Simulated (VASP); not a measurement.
CoPt2W: single point with r2SCAN

CoPt2W:

```
Co Pt W
1.0
     3.96168    0.00000    0.00000
     0.00000    3.96168    0.00000
     0.00000    0.00000    3.88595
Co Pt W
1 2 1
Direct
  0.50000 0.50000 0.00000
  0.00000 0.50000 0.50000
  0.50000 0.00000 0.50000
  0.00000 0.00000 0.00000
```

| Quantity | Value |
| --- | --- |
| Program | VASP 6.6.1 |
| Task | single point |
| Functional | r2SCAN |
| Potentials or basis | VASP PAW PBE potentials, release 64 (Co, Pt, W_sv) |
| Cutoff | 520 eV |
| k mesh | 9 × 9 × 9 |
| Occupations | fermi-dirac, width 0.1 eV |
| Spin | no spin polarisation |
| Dipole correction | no |
| Further INCAR settings | ALGO = Normal; EDIFF = 1e-07; NBANDS = 30 |

- Pressure: -18.7 GPa
- Band gap on the k mesh: zero (an odd number of electrons rules out a gap without spin polarisation)

Stress tensor (GPa, compression positive):
```
-20.67   0.00   0.00
  0.00 -20.67   0.00
  0.00   0.00 -14.72
```

Levels at points of the mesh, in eV from the Fermi level:
| k point | band 19 | band 20 | band 21 | band 22 | band 23 | band 24 |
| --- | --- | --- | --- | --- | --- | --- |
| (0.00, 0.00, 0.00) | 0.00 | 0.00 | 1.35 | 1.43 | 1.43 | 1.43 |

Wall time 12 min on 1 thread of Intel Xeon 8259CL (shared host), peak memory 0.28 GiB.

Caveat: the cell stands under tension; the PAW data sets were made with another functional, which shifts forces and pressure a little; spin-orbit coupling is left out, which moves the levels of the heavy elements; the run has no spin polarisation, though such a crystal can be magnetic. Spin polarisation is off, so any magnetic state and its effect on volume and gap are missing.
